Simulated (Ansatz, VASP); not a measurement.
## SiC: VASP beside Ansatz

The input INCAR:

```
SYSTEM = SiC
PREC = Accurate
ENCUT = 520
EDIFF = 1E-7
ISMEAR = -1
SIGMA = 0.05
LREAL = .FALSE.
LASPH = .TRUE.
NELM = 80
ALGO = Normal
ISIF = 2
LWAVE = .FALSE.
LCHARG = .FALSE.
GGA = PS
IVDW = 13
NBANDS = 26
```

File KPOINTS:

```
Automatic mesh
0
G
  10 10 3
  0 0 0
```

POSCAR

```
SiC
1.0
    3.0960635787      0.0000000000      0.0000000000
   -1.5480317893      2.6812697109      0.0000000000
    0.0000000000      0.0000000000     10.1373414467
Si C
4 4
Direct
    0.0000000000      0.0000000000      0.1878943800
    0.0000000000      0.0000000000      0.6878943800
    0.3333333333      0.6666666667      0.4378419800
    0.6666666667      0.3333333333      0.9378419800
    0.0000000000      0.0000000000      0.0004600500
    0.0000000000      0.0000000000      0.5004600500
    0.3333333333      0.6666666667      0.2498025900
    0.6666666667      0.3333333333      0.7498025900
```

Contents of input.yaml:

```yaml
crystal:
  lattice:
    - [3.0960635787, 0.0, 0.0]
    - [-1.5480317893, 2.6812697109, 0.0]
    - [0.0, 0.0, 10.1373414467]
  atoms:
    - { symbol: Si, position: [0.0, 0.0, 0.18789438] }
    - { symbol: Si, position: [0.0, 0.0, 0.68789438] }
    - { symbol: Si, position: [0.3333333333, 0.6666666667, 0.43784198] }
    - { symbol: Si, position: [0.6666666667, 0.3333333333, 0.93784198] }
    - { symbol: C, position: [0.0, 0.0, 0.00046005] }
    - { symbol: C, position: [0.0, 0.0, 0.50046005] }
    - { symbol: C, position: [0.3333333333, 0.6666666667, 0.24980259] }
    - { symbol: C, position: [0.6666666667, 0.3333333333, 0.74980259] }
hamiltonian:
  xc: pbesol
  pseudopotentials: { kind: paw }
  dispersion: d4
kpoints:
  mp_grid: { grid: [10, 10, 3] }
scf:
  occupations: { method: fermi_dirac, width: 0.05 }
output:
  forces: true
  stress: true
  eigenvalues: true
```

Alike in both runs: task single point; functional PBEsol; dispersion D4; k mesh 10 × 10 × 3; occupations fermi-dirac, width 0.05 eV; no spin polarisation.

|  | VASP | Ansatz |
| --- | --- | --- |
| version | VASP 6.6.1 | Ansatz 0.2.0 |
| potentials or method | VASP PAW PBE potentials, release 64 (Si, C) | Ansatz PAW |
| plane-wave cutoff (eV) | 520 | 420 |
| valence electrons in the cell | 32 | 32 |

Ansatz gave:

```
gap on the k mesh at the Fermi level (eV) : 2.11
least direct gap on the mesh (eV)         : 3.23
pressure (GPa)                            : -6.2
```

Which values does VASP return?

gap on the k mesh at the Fermi level (eV): 2.10; least direct gap on the mesh (eV): 3.23; pressure (GPa): -5.8.

VASP's potentials were made for PBE, not for PBEsol.

Noted on Ansatz's run: odd divisions of the mesh miss points on the zone boundary, where band edges often lie, so the gap on the mesh can be too wide.
